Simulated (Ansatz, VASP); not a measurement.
## KF: VASP beside Ansatz

```
CELL_PARAMETERS angstrom
-0.14442 2.66889 2.66889
2.66889 -0.14442 2.66889
2.66889 2.66889 -0.14442
ATOMIC_POSITIONS crystal
K 0.00000 0.00000 0.00000
F 0.50000 0.50000 0.50000
```

Alike in both runs: task single point; functional PBE; k mesh 8 × 8 × 8; occupations gaussian, width 0.05 eV; no spin polarisation.

|  | VASP | Ansatz |
| --- | --- | --- |
| version | VASP 6.6.1 | Ansatz 0.2.0 |
| potentials or method | VASP PAW PBE potentials, release 64 (K_sv, F), cutoff 520 eV | scalar-relativistic, plane waves, PAW |
| valence electrons in the cell | 16 | 16 |

VASP gave:

```
gap on the k mesh at the Fermi level (eV)                     : 5.72
least direct gap on the mesh (eV)                             : 5.72
pressure (GPa)                                                : -0.9
traceless stress, the component that is largest in VASP (GPa) : 0.62
```

Question: Estimate Ansatz's values.

Answer: gap on the k mesh at the Fermi level (eV): 5.73; least direct gap on the mesh (eV): 5.73; pressure (GPa): -0.9; traceless stress, the component that is largest in VASP (GPa): 0.63.
